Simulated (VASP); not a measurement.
# Tm3C2 (Pm-3m) in VASP: a series of runs

Runs on Tm3C2. Level: PBE. Tasks: single point.

Program: VASP 6.6.1. These are calculated values, not measurements. Logs are shortened: lines on timing, memory, paths and dates and some standing lists are left out, and cuts for length are marked.

**1. The cell of the first run**

The structure is cubic, space group Pm-3m (No. 221). The conventional cell has a = 4.609 Å, b = 4.609 Å, c = 4.609 Å, α = 90.00°, β = 90.00°, γ = 90.00°. Tm (site symmetry 4/mmm) has 2 C at 2.30 Å within 3.0 Å. Within 3.0 Å of C (site symmetry m-3m) lie 6 Tm at 2.30 Å. C (site symmetry m-3m) has 12 Tm at 3.26 Å and 8 C at 3.99 Å within 4.3 Å.

The cell was built from a structure type or drawn by symmetry, and may not be a known phase.

**2. Single point, PBE**

Input file INCAR:

```
PREC = Accurate
ENCUT = 600
EDIFF = 1E-6
ISMEAR = 0
SIGMA = 0.1
LREAL = F
LASPH = T
NELM = 200
ALGO = Normal
ISIF = 2
LWAVE = F
LCHARG = F
GGA = PE
NBANDS = 26
GGA_COMPAT = F
LMAXMIX = 6
```

Input file KPOINTS:

```
Automatic mesh
0
Gamma
  4 4 4
```

Input file POSCAR:

```
Tm3C2
1.0
    4.6090935754      0.0000000000      0.0000000000
    0.0000000000      4.6090935754      0.0000000000
    0.0000000000      0.0000000000      4.6090935754
Tm C
3 2
Direct
    0.5000000000      0.0000000000      0.0000000000
    0.0000000000      0.5000000000      0.0000000000
    0.0000000000      0.0000000000      0.5000000000
    0.0000000000      0.0000000000      0.0000000000
    0.5000000000      0.5000000000      0.5000000000
```

Potentials or basis: VASP PAW PBE potentials, release 64 (Tm_3, C), 4f in core.

Launch:

```bash
> cat potpaw_PBE.64/Tm_3/POTCAR potpaw_PBE.64/C/POTCAR > POTCAR
> mpirun -np 1 vasp_std > vasp.out
```

OUTCAR:

```text
PREC = Accurate
   ENCUT = 600
   EDIFF = 1E-6
   ISMEAR = 0
   LREAL = F
   LASPH = T
   NELM = 200
   ISIF = 2
   GGA = PE

 ion  position               nearest neighbor table
   1  0.500  0.000  0.000-   4 2.30   4 2.30   2 3.26   3 3.26   2 3.26   2 3.26   3 3.26   3 3.26
                             3 3.26   2 3.26
   2  0.000  0.500  0.000-   4 2.30   4 2.30   1 3.26   3 3.26   1 3.26   3 3.26   3 3.26   3 3.26
                             1 3.26   1 3.26
   3  0.000  0.000  0.500-   4 2.30   4 2.30   1 3.26   1 3.26   2 3.26   2 3.26   2 3.26   2 3.26
                             1 3.26   1 3.26
   4  0.000  0.000  0.000-   1 2.30   2 2.30   3 2.30   3 2.30   2 2.30   1 2.30
   5  0.500  0.500  0.500-

  LATTYP: Found a simple cubic cell.
 ALAT       =     4.6090935754

  Lattice vectors:

 A1 = (   4.6090935754,   0.0000000000,   0.0000000000)
 A2 = (   0.0000000000,   4.6090935754,   0.0000000000)
 A3 = (   0.0000000000,   0.0000000000,   4.6090935754)

Analysis of symmetry for initial positions (statically):
=====================================================================
 Subroutine PRICEL returns:
 Original cell was already a primitive cell.

 Routine SETGRP: Setting up the symmetry group for a
 simple cubic supercell.

 Subroutine GETGRP returns: Found 48 space group operations
 (whereof 48 operations were pure point group operations)
 out of a pool of 48 trial point group operations.

The static configuration has the point symmetry O_h .

Analysis of symmetry for dynamics (positions and initial velocities):
=====================================================================
 Subroutine PRICEL returns:
 Original cell was already a primitive cell.

 Routine SETGRP: Setting up the symmetry group for a
 simple cubic supercell.

 Subroutine GETGRP returns: Found 48 space group operations
 (whereof 48 operations were pure point group operations)
 out of a pool of 48 trial point group operations.

The dynamic configuration has the point symmetry O_h .

 Subroutine INISYM returns: Found 48 space group operations
 (whereof 48 operations are pure point group operations),
 and found     1 'primitive' translations

----------------------------------------------------------------------------------------

                                     Primitive cell

  volume of cell :      97.9144

  direct lattice vectors                    reciprocal lattice vectors
     4.609093575  0.000000000  0.000000000     0.216962399  0.000000000  0.000000000
     0.000000000  4.609093575  0.000000000     0.000000000  0.216962399  0.000000000
     0.000000000  0.000000000  4.609093575     0.000000000  0.000000000  0.216962399

  length of vectors
     4.609093575  4.609093575  4.609093575     0.216962399  0.216962399  0.216962399

  position of ions in fractional coordinates (direct lattice)
     0.500000000  0.000000000  0.000000000
     0.000000000  0.500000000  0.000000000
     0.000000000  0.000000000  0.500000000
     0.000000000  0.000000000  0.000000000
     0.500000000  0.500000000  0.500000000

  ion indices of the primitive-cell ions
   primitive index   ion index
                 1           1
                 2           2
                 3           3
                 4           4
                 5           5

----------------------------------------------------------------------------------------

 KPOINTS: Automatic mesh

Automatic generation of k-mesh.
 Grid dimensions read from file:
 generate k-points for:    4    4    4

 Generating k-lattice:

  Cartesian coordinates                     Fractional coordinates (reciprocal lattice)
     0.054240600  0.000000000  0.000000000     0.250000000  0.000000000  0.000000000
     0.000000000  0.054240600  0.000000000     0.000000000  0.250000000  0.000000000
     0.000000000  0.000000000  0.054240600     0.000000000  0.000000000  0.250000000

  Length of vectors
     0.054240600  0.054240600  0.054240600

  Shift w.r.t. Gamma in fractional coordinates (k-lattice)
     0.000000000  0.000000000  0.000000000

 Subroutine IBZKPT returns following result:
 ===========================================

 Found     10 irreducible k-points:

 Following reciprocal coordinates:
            Coordinates               Weight
  0.000000  0.000000  0.000000      1.000000
  0.250000  0.000000  0.000000      6.000000
  0.500000  0.000000  0.000000      3.000000
  0.250000  0.250000  0.000000     12.000000
  0.500000  0.250000  0.000000     12.000000
  0.500000  0.500000  0.000000      3.000000
  0.250000  0.250000  0.250000      8.000000
  0.500000  0.250000  0.250000     12.000000
  0.500000  0.500000  0.250000      6.000000
  0.500000  0.500000  0.500000      1.000000
   k-points           NKPTS =     10   k-points in BZ     NKDIM =     10   number of bands    NBANDS=     26
   number of dos      NEDOS =    301   number of ions     NIONS =      5
   total plane-waves  NPLWV =  64000
   dimension x,y,z NGX =    40 NGY =   40 NGZ =   40
   dimension x,y,z NGXF=    80 NGYF=   80 NGZF=   80
   ions per type =               3   2
   NGX,Y,Z   is equivalent  to a cutoff of  14.43, 14.43, 14.43 a.u.
   NGXF,Y,Z  is equivalent  to a cutoff of  28.86, 28.86, 28.86 a.u.
 SYSTEM =  unknown system
   PREC   = accura    normal or accurate (medium, high low for compatibility)
   ISTART =      0    job   : 0-new  1-cont  2-samecut
   ICHARG =      2    charge: 1-file 2-atom 10-const
   ISPIN  =      1    spin polarized calculation?
   LNONCOLLINEAR =      F non collinear calculations
   LSORBIT =      F    spin-orbit coupling
   LASPH  =      T    aspherical Exc in radial PAW
   ENCUT  =  600.0 eV  44.10 Ry    6.64 a.u.   9.21  9.21  9.21*2*pi/ulx,y,z
   NELM   =    200;   NELMIN=  2; NELMDL= -5     # of ELM steps
   EDIFF  = 0.1E-05   stopping-criterion for ELM
   LREAL  =      F    real-space projection
   EDIFFG = 0.1E-04   stopping-criterion for IOM
   NSW    =      0    number of steps for IOM
   IBRION =     -1    ionic relax: 0-MD 1-quasi-New 2-CG
   NFREE  =      0    steps in history (QN), initial steepest desc. (CG)
   ISIF   =      2    stress and relaxation
   ISYM   =      2    0-nonsym 1-usesym 2-fastsym
   POTIM  = 0.5000    time-step for ionic-motion
   TEBEG  =    0.0;   TEEND  =   0.0 temperature during run
   PSTRESS=    0.0 pullay stress
   NELECT =      35.0000    total number of electrons
   NUPDOWN=      -1.0000    fix difference up-down
   EMIN   =  10.00;   EMAX   =-10.00  energy-range for DOS
   EFERMI =   0.00;   METHOD = LEGACY
   ISMEAR =     0;   SIGMA  =   0.10  broadening in eV -4-tet -1-fermi 0-gaus
   EFERMI_NEDOS =   21; number of points for ismear=-14 and -15
   IALGO  =     38    algorithm
   IMIX   =      4    mixing-type and parameters
     AMIX     =   0.40;   BMIX     =  1.00
     AMIX_MAG =   1.60;   BMIX_MAG =  1.00
  volume/ion in A,a.u.               =      19.58       132.15
  Fermi-wavevector in a.u.,A,eV,Ry     =   1.161846  2.195571 18.366323  1.349887
  Thomas-Fermi vector in A             =   2.298414
   LORBIT       =      0    0 simple, 1 ext, 2 COOP (PROOUT), +10 PAW based schemes
   GGA     = PE    functional components
   LHFCALC =     F    Hartree Fock is set to
   AEXX    =    0.0000 exact exchange contribution
   IVDW    =     0    specifies the selected vdW correction
   LEPSILON=     F    determine dielectric tensor
   LRPA    =     F    only Hartree local field effects (RPA)
 non-spin polarized calculation
 Gauss-broadening in eV      SIGMA  =   0.10
  energy-cutoff  :      600.00
  volume of cell :       97.91
 maximum number of plane-waves:      3294
 NGX is ok and might be reduce to    40
   NGX = 19   NGY = 19   NGZ = 19

 number of electron      34.9999998 magnetization

 Free energy of the ion-electron system (eV)
  ---------------------------------------------------
  ext. energy  EPLUGINS =         0.00000000
  ---------------------------------------------------
  free energy    TOTEN  =       -29.58205020 eV

  energy without entropy =      -29.56325216  energy(sigma->0) =      -29.57265118

 E-fermi :   3.8114     XC(G=0): -10.4106

 val. band max:        3.7725740122   @ k =   0.0000   0.0000   0.0000
 cond. band min:       3.8515231842   @ k =   0.2500   0.2500   0.0000
 fundamental gap:      0.0789491720
 Fermi energy:         3.8114169254

 k-point     1 :       0.0000    0.0000    0.0000
  band No.  band energies     occupation
      1     -22.0498      2.00000
      2     -22.0498      2.00000
      3     -22.0498      2.00000
      4     -21.6459      2.00000
      5     -21.6459      2.00000
      6     -21.6459      2.00000
[... 18 lines left out ...]
     25       7.4928      0.00000
     26       7.4928      0.00000

 k-point     2 :       0.2500    0.0000    0.0000
  band No.  band energies     occupation
      1     -21.9909      2.00000
      2     -21.9909      2.00000
      3     -21.9649      2.00000
      4     -21.6680      2.00000
      5     -21.6680      2.00000
      6     -21.6536      2.00000
[... 18 lines left out ...]
     25       8.0312      0.00000
     26       8.0314      0.00000

 k-point     3 :       0.5000    0.0000    0.0000
  band No.  band energies     occupation
      1     -21.9077      2.00000
      2     -21.9077      2.00000
      3     -21.8012      2.00000
      4     -21.7135      2.00000
      5     -21.7135      2.00000
      6     -21.6612      2.00000
[... 166 lines left out ...]
 k-point     9 :       0.5000    0.5000    0.2500
  band No.  band energies     occupation
      1     -22.2368      2.00000
      2     -22.0283      2.00000
      3     -21.9376      2.00000
      4     -21.9376      2.00000
      5     -21.5020      2.00000
      6     -21.5020      2.00000
[... 18 lines left out ...]
     25       7.8982      0.00000
     26       8.0779      0.00000

 k-point    10 :       0.5000    0.5000    0.5000
  band No.  band energies     occupation
      1     -22.3804      2.00000
      2     -22.0267      2.00000
      3     -22.0267      2.00000
      4     -22.0267      2.00000
      5     -21.4109      2.00000
      6     -21.4109      2.00000
[... 18 lines left out ...]
     25       8.3978      0.00000
     26       8.3978      0.00000

------------------------ aborting loop because EDIFF is reached ----------------------------------------

  FORCE on cell =-STRESS in cart. coord.  units (eV):
  Direction    XX          YY          ZZ          XY          YZ          ZX
  --------------------------------------------------------------------------------------
  -------------------------------------------------------------------------------------
  Total        0.4278920      0.4278920      0.4278920     -0.0000000     -0.0000000     -0.0000000
  in kB        7.0016145      7.0016145      7.0016145     -0.0000000     -0.0000000     -0.0000000
  external PRESSURE =       7.0016145 kB  Pullay stress =       0.0000000 kB

 VOLUME and BASIS-vectors are now :
 -----------------------------------------------------------------------------
  energy-cutoff  :      600.00
  volume of cell :       97.91
      direct lattice vectors                 reciprocal lattice vectors
     4.609093575  0.000000000  0.000000000     0.216962399  0.000000000  0.000000000
     0.000000000  4.609093575  0.000000000     0.000000000  0.216962399  0.000000000
     0.000000000  0.000000000  4.609093575     0.000000000  0.000000000  0.216962399

 POSITION                                       TOTAL-FORCE (eV/Angst)
 -----------------------------------------------------------------------------------
      2.30455      0.00000      0.00000         0.000000      0.000000      0.000000
      0.00000      2.30455      0.00000         0.000000      0.000000      0.000000
      0.00000      0.00000      2.30455         0.000000      0.000000      0.000000
      0.00000      0.00000      0.00000         0.000000      0.000000      0.000000
      2.30455      2.30455      2.30455         0.000000      0.000000      0.000000
 -----------------------------------------------------------------------------------
    total drift:                               -0.000000      0.000000     -0.000000

  FREE ENERGIE OF THE ION-ELECTRON SYSTEM (eV)
  ---------------------------------------------------
  free  energy   TOTEN  =       -29.5820501952 eV

  energy  without entropy=      -29.5632521624  energy(sigma->0) =      -29.57265118
```

Run time: 20 s. Hardware: 1 thread of Intel Xeon 6975P-C (Granite Rapids), shared host; peak memory 0.24 GiB.

Results:

```yaml
Free_energy: -29.5821 eV
Pressure: 0.7 GPa
Band_gap_on_the_k_mesh: zero (an odd number of electrons rules out a gap without spin polarisation)
```

Levels at points of the mesh, in eV from the Fermi level:
```csv
k point,band 14,band 15,band 16,band 17,band 18,band 19,band 20,band 21
"(0.00, 0.00, 0.00)",-1.23,-1.22,-1.22,-1.10,-0.83,-0.83,-0.83,-0.04
"(0.50, 0.00, 0.00)",-1.70,-1.70,-1.58,-1.58,-0.37,0.54,0.57,1.55
"(0.50, 0.50, 0.00)",-2.30,-2.30,-2.29,-1.96,1.44,1.44,1.67,1.67
"(0.50, 0.50, 0.50)",-4.93,-1.66,-1.66,-1.66,1.11,1.11,1.11,1.16
```

Caveat: spin-orbit coupling is left out, which moves the levels of the heavy elements; the 4f electrons are frozen in the core, so they carry no moment and show no levels.

**3. Single point, PBE**

This run uses another cell than the first one, of 21.53 Å³/atom.

Input file INCAR:

```
SYSTEM = Tm3C2
PREC = Accurate
ENCUT = 600
EDIFF = 1E-6
ISMEAR = 0
SIGMA = 0.1
LREAL = .FALSE.
LASPH = .TRUE.
NELM = 200
ALGO = Normal
ISIF = 2
LWAVE = .FALSE.
LCHARG = .FALSE.
GGA = PE
NBANDS = 26
GGA_COMPAT = .FALSE.
LMAXMIX = 6
```

Input file KPOINTS:

```
Automatic mesh
0
G
  4 4 4
  0 0 0
```

POSCAR, as its differences from that of step 2:

```diff
@@ -2,5 +2,5 @@
 1.0
-    4.6090935754      0.0000000000      0.0000000000
-    0.0000000000      4.6090935754      0.0000000000
-    0.0000000000      0.0000000000      4.6090935754
+    4.7570836500      0.0000000000      0.0000000000
+    0.0000000000      4.7570836500      0.0000000000
+    0.0000000000      0.0000000000      4.7570836500
 Tm C
```

Potentials or basis: VASP PAW PBE potentials, release 64 (Tm_3, C), 4f in core.

Launch:

```bash
> cat potpaw_PBE.64/Tm_3/POTCAR potpaw_PBE.64/C/POTCAR > POTCAR
> mpirun -np 1 vasp_std > vasp.out
```

Wall time 21 s (1 thread of Intel Xeon 6975P-C (Granite Rapids), shared host); peak memory 0.24 GiB.

Results (log left out):

* Free energy: -29.3935 eV
* Pressure: -6.4 GPa
* Band gap on the k mesh: zero (an odd number of electrons rules out a gap without spin polarisation)

Levels at points of the mesh, in eV from the Fermi level:
| k point | band 13 | band 14 | band 15 | band 16 | band 17 | band 18 | band 19 | band 20 | band 21 | band 22 |
| --- | --- | --- | --- | --- | --- | --- | --- | --- | --- | --- |
| (0.00, 0.00, 0.00) | -1.33 | -1.33 | -1.33 | -1.12 | -1.12 | -0.68 | -0.68 | -0.68 | -0.12 | -0.12 |
| (0.50, 0.00, 0.00) | -3.47 | -1.69 | -1.69 | -1.54 | -1.54 | -0.27 | 0.30 | 0.49 | 1.42 | 2.04 |
| (0.50, 0.50, 0.00) | -4.40 | -2.30 | -2.09 | -2.09 | -1.73 | 1.29 | 1.29 | 1.35 | 1.54 | 1.54 |
| (0.50, 0.50, 0.50) | -4.64 | -4.64 | -1.59 | -1.59 | -1.59 | 0.95 | 1.00 | 1.00 | 1.00 | 1.64 |

Caveat: the cell stands under tension; spin-orbit coupling is left out, which moves the levels of the heavy elements; the 4f electrons are frozen in the core, so they carry no moment and show no levels.
